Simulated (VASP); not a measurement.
Input of a VASP 6.6.1 run:

POSCAR

```
Si2Ge
1.0
    3.8994911291      0.0000000000      0.0000000000
   -1.9497455645      3.3770583796      0.0000000000
    0.0000000000      0.0000000000      9.5539021419
Si Ge
4 2
Direct
    0.3333333333      0.6666666667      0.7034775588
    0.0000000000      0.0000000000      0.3763791991
    0.0000000000      0.0000000000      0.6236208009
    0.6666666667      0.3333333333      0.2965224412
    0.6666666667      0.3333333333      0.0454279632
    0.3333333333      0.6666666667      0.9545720368
```

The input INCAR.step1:

```
PREC     = Accurate       # precision mode
ENCUT    = 520            # plane-wave cutoff, eV
ISMEAR   = -1             # smearing method
SIGMA    = 0.02           # smearing width, eV
LREAL    = F              # projectors in reciprocal space
LASPH    = T              # aspherical terms in the spheres
NELM     = 80             # most SCF steps
NBANDS   = 31             # bands
GGA      = PE             # functional
ALGO     = Normal         # electronic algorithm
EDIFF    = 1E-4           # SCF threshold, eV
LWAVE    = T              # write WAVECAR
LCHARG   = F              # write CHGCAR
```

INCAR.step2

```
PREC     = Accurate       # precision mode
ENCUT    = 520            # plane-wave cutoff, eV
EDIFF    = 1E-6           # SCF threshold, eV
ISMEAR   = -1             # smearing method
SIGMA    = 0.02           # smearing width, eV
LREAL    = F              # projectors in reciprocal space
LASPH    = T              # aspherical terms in the spheres
NELM     = 80             # most SCF steps
ALGO     = Normal         # electronic algorithm
ISIF     = 2              # what is computed and relaxed
LWAVE    = F              # write WAVECAR
LCHARG   = F              # write CHGCAR
METAGGA  = R2SCAN         # meta-GGA
LMIXTAU  = T            
NBANDS   = 31             # bands
ISTART   = 1
```

KPOINTS

```
regular mesh
0
Gamma
  12 12 4
```

Potentials or basis: VASP PAW PBE potentials, release 64 (Si, Ge_d).

Command:

```console
$ cat potpaw_PBE.64/Si/POTCAR potpaw_PBE.64/Ge_d/POTCAR > POTCAR
$ cp INCAR.step1 INCAR
$ mpirun -np 1 vasp_std > vasp.out
$ cp INCAR.step2 INCAR
$ mpirun -np 1 vasp_std > vasp.out
```

**Question.** What does it give for the band gap on the k mesh?

**Answer.** 0.63 eV, indirect (least direct gap 1.30 eV).

**Question.** What does it give for the largest force?

**Answer.** 0.015 eV/Å.

Forces in eV/Å, atoms in the order of the input:
```
Si   0.000  0.000 -0.015
Si   0.000  0.000  0.001
Si   0.000  0.000 -0.001
Si   0.000  0.000  0.015
Ge   0.000  0.000  0.008
Ge   0.000  0.000 -0.008
```

Caveat: the PAW data sets were made with another functional, which shifts forces and pressure a little. A k mesh can miss the band edges.
